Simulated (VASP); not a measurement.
The system is Be.

```xyz
1
Lattice="-1.1136 1.1411 1.5592 1.1136 -1.1411 1.5592 1.1136 1.1411 -1.5592" Properties=species:S:1:pos:R:3 pbc="T T T"
Be    0.0000    1.1411    0.0000
```

- Program: VASP 6.6.1
- Task: relaxation of cell and atoms
- Functional: PBE
- Potentials or basis: VASP PAW PBE potentials, release 64 (Be)
- Cutoff: 600 eV
- k mesh: 34 × 34 × 34
- Occupations: gaussian, width 0.1 eV
- Spin: no spin polarisation

At the start: pressure -0.4 GPa; volume 7.92 Å³/atom.

Q: Where does the relaxation end?

A: Over 8 steps the energy falls by 2.9 meV/atom and the volume is 7.88 Å³/atom (-0.5 %); space group Fm-3m (No. 225, to 0.1 Å) before and after.

Step by step:
```csv
step,energy change (eV),largest force (eV/Å),pressure (GPa),volume (Å³)
1,0.0000,0.0000,-0.39,7.92
2,-0.0024,0.0000,-0.29,7.90
3,-0.0027,0.0000,-0.15,7.89
4,-0.0027,0.0000,-0.13,7.89
5,-0.0028,0.0000,0.00,7.88
6,-0.0029,0.0000,0.26,7.86
7,-0.0029,0.0000,0.29,7.86
8,-0.0029,0.0000,-0.05,7.88
```

Final structure:
```yaml
crystal:
  lattice:
    - [-1.11684, 1.11717, 1.57945]
    - [1.11684, -1.11717, 1.57945]
    - [1.11684, 1.11717, -1.57945]
  atoms:
    - { symbol: Be, position: [0.50000, 0.00000, 0.50000] }
```
